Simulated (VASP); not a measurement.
Here is a VASP 6.6.1 calculation.

POSCAR

```
P
1.0
    1.6425406402     -5.0448362077      0.0000000000
    1.6425406402      5.0448362077      0.0000000000
    0.0000000000      0.0000000000      4.1733898682
P
4
Direct
    0.8940324340      0.1059675660      0.0748820331
    0.6059675660      0.3940324340      0.5748820331
    0.1059675660      0.8940324340      0.9251179669
    0.3940324340      0.6059675660      0.4251179669
```

File INCAR.step1:

```
SYSTEM = P
PREC = Accurate ; ENCUT = 520
ISMEAR = 0 ; SIGMA = 0.05
LREAL = .False. ; LASPH = .True.
NELM = 100 ; NBANDS = 18
GGA = PE ; ALGO = Normal
EDIFF = 1E-4 ; LWAVE = .True.
LCHARG = .False.
```

Contents of INCAR.step2:

```
SYSTEM = P
PREC = Accurate ; ENCUT = 520
EDIFF = 1E-6 ; ISMEAR = 0
SIGMA = 0.05 ; LREAL = .False.
LASPH = .True. ; NELM = 100
ALGO = Normal ; ISIF = 2
LWAVE = .False. ; LCHARG = .False.
METAGGA = R2SCAN ; LMIXTAU = .True.
IVDW = 12 ; VDW_S6 = 1.0
VDW_S8 = 0.78981345 ; VDW_A1 = 0.49484001
VDW_A2 = 5.73083694 ; NBANDS = 18
ISTART = 1
```

Contents of KPOINTS:

```
Automatic mesh
0
Gamma
  12 12 10
  0 0 0
```

Potentials or basis: VASP PAW PBE potentials, release 64 (P).

The run is started by

```sh
$ cat potpaw_PBE.64/P/POTCAR > POTCAR
$ cp INCAR.step1 INCAR
$ mpirun -np 1 vasp_std > vasp.out
$ cp INCAR.step2 INCAR
$ mpirun -np 1 vasp_std > vasp.out
```

Task: Predict the largest force.

Result: 0.118 eV/Å.

Task: Estimate the band gap on the k mesh.

Result: Zero (bands 10 and 11 overlap by 0.09 eV).

Task: Predict the dispersion energy per atom.

Result: -0.190 eV.

Forces in eV/Å, atoms in the order of the input:
```
P    0.000 -0.057  0.104
P    0.000  0.057  0.104
P    0.000  0.057 -0.104
P    0.000 -0.057 -0.104
```

Caveat: the PAW data sets were made with another functional, which shifts forces and pressure a little.
